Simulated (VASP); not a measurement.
Wanted: the native input for a VASP 6.6.1 run.

| Item | Value |
| --- | --- |
| Task | single point |
| Functional | PBE |
| Dispersion | D3(BJ) |
| Potentials or basis | VASP PAW PBE potentials, release 64 (Tc_pv, B) |
| Cutoff | 520 eV |
| k mesh | 4 × 3 × 4 |
| Occupations | fermi-dirac, width 0.1 eV |
| Spin | no spin polarisation |
| Dipole correction | no |
| Further INCAR settings | ALGO = Normal; EDIFF = 1e-06; NBANDS = 92 |

The structure of Tc12B (a cell with a defect) lies in POSCAR:

```
Tc12B
1.0
    5.4800000000      0.0000000000      0.0000000000
   -4.1100000000      7.1187290000      0.0000000000
    0.0000000000      0.0000000000      4.3949600000
Tc B
12 1
Direct
    0.0078967440     -0.0097629788     -0.0318774232
    0.1748758413      0.2126081777      0.4683091541
    0.0134689977      0.3296374957     -0.0290105029
    0.1747731260      0.5384809564      0.4846915558
   -0.0195552099      0.6485005961      0.0027076469
    0.1887860474      0.8883327347      0.5147032055
    0.5414281133      0.0060404041      0.0256885159
    0.6814978623      0.2126784149      0.4848508291
    0.4786578818      0.3297920176     -0.0264393760
    0.6914618713      0.5323141252      0.5124961319
    0.5329020288      0.6612416346     -0.0177931085
    0.6892679954      0.8828682761      0.4773194750
    0.3467300192      0.7701655731      0.7646258441
```

One way to write it, as run:

INCAR

```
PREC = Accurate ; ENCUT = 520
EDIFF = 1E-6 ; ISMEAR = -1
SIGMA = 0.1 ; LREAL = False
LASPH = True ; NELM = 100
ALGO = Normal ; ISIF = 2
LWAVE = False ; LCHARG = False
GGA = PE ; IVDW = 12
NBANDS = 92 ; KPAR = 2
```

KPOINTS

```
regular mesh
0
Gamma
  4 3 4
```

Potentials or basis: VASP PAW PBE potentials, release 64 (Tc_pv, B).

Launch:

```console
$ cat potpaw_PBE.64/Tc_pv/POTCAR potpaw_PBE.64/B/POTCAR > POTCAR
$ mpirun -np 2 vasp_std > vasp.out
```

Results of the run:

```yaml
Pressure: 13.4 GPa
Largest_force: 3.456 eV/Å
Band_gap_on_the_k_mesh: zero (an odd number of electrons rules out a gap without spin polarisation)
Dispersion_energy_per_atom: -0.630 eV
```

Caveat: the atoms stand as in a frame of molecular dynamics.

Wall time 7 min on 2 MPI ranks on Intel(R) Xeon(R) Platinum 8259CL CPU @ 2.50GHz (Skylake/Cascade Lake), with other jobs on the host, peak memory 0.46 GiB a rank.
